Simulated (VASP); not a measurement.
CaO:

```
CELL_PARAMETERS angstrom
0.00000 2.43861 2.43861
2.43861 0.00000 2.43861
2.43861 2.43861 0.00000
ATOMIC_POSITIONS crystal
Ca 0.00000 0.00000 0.00000
O 0.50000 0.50000 0.50000
```

Base run:

| Property | Result |
| --- | --- |
| Program | VASP 6.6.1 |
| Functional | RPBE |
| Potentials or basis | VASP PAW PBE potentials, release 64 (Ca_sv, O) |
| Cutoff | 520 eV |
| k mesh | 6 × 6 × 6 |
| Occupations | fermi-dirac, width 0.0164 eV |
| Spin | no spin polarisation |

Its results: band gap on the k mesh 3.75 eV, indirect (least direct gap 4.13 eV); pressure 1.2 GPa.

Q: The run is repeated on the same cell with these changes: functional from RPBE to r2SCAN. What comes out?

A: Band gap on the k mesh 4.20 eV, indirect (least direct gap 4.58 eV); pressure -4.5 GPa.

r2SCAN gives the wider gap, since meta-GGAs in the generalised Kohn-Sham scheme recover part of the derivative discontinuity.

Caveats: the PAW data sets were made with another functional, which shifts forces and pressure a little.

A k mesh can miss the band edges.
